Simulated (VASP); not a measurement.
# KTaO3: single point with PBE

The system is KTaO3.

```xyz
5
Lattice="4.0244 0.0000 0.0000 0.0000 4.0244 0.0000 0.0000 0.0000 4.0244" Properties=species:S:1:pos:R:3 pbc="T T T"
Ta    0.0000    0.0000    0.0000
K     2.0122    2.0122    2.0122
O     0.0000    0.0000    2.0122
O     0.0000    2.0122    0.0000
O     2.0122    0.0000    0.0000
```

* Program: VASP 6.6.1
* Task: single point
* Functional: PBE
* Potentials or basis: VASP PAW PBE potentials, release 64 (Ta_pv, K_sv, O)
* Cutoff: 520 eV
* k mesh: 7 × 7 × 7
* Occupations: fermi-dirac, width 0.05 eV
* Spin: no spin polarisation
* Dipole correction: no
* Further INCAR settings: ALGO = Normal; EDIFF = 1e-06; NBANDS = 27

* Pressure: 0.6 GPa
* Band gap on the k mesh: 2.17 eV, indirect (least direct gap 2.75 eV)

Levels at points of the mesh, in eV from the valence-band top:
| k point | band 16 | band 17 | band 18 | band 19 | band 20 | band 21 | band 22 | band 23 |
| --- | --- | --- | --- | --- | --- | --- | --- | --- |
| (0.00, 0.00, 0.00) | -0.96 | -0.58 | -0.58 | -0.58 | 2.17 | 2.17 | 2.17 | 6.47 |

Run time: 33 s on 1 thread of Intel(R) Xeon(R) Platinum 8488C (Sapphire Rapids), on a shared host, peak memory 0.19 GiB.

Caveat: spin-orbit coupling is left out, which moves the levels of the heavy elements. A hybrid or GW would open this gap; PBE tends to underestimate it.
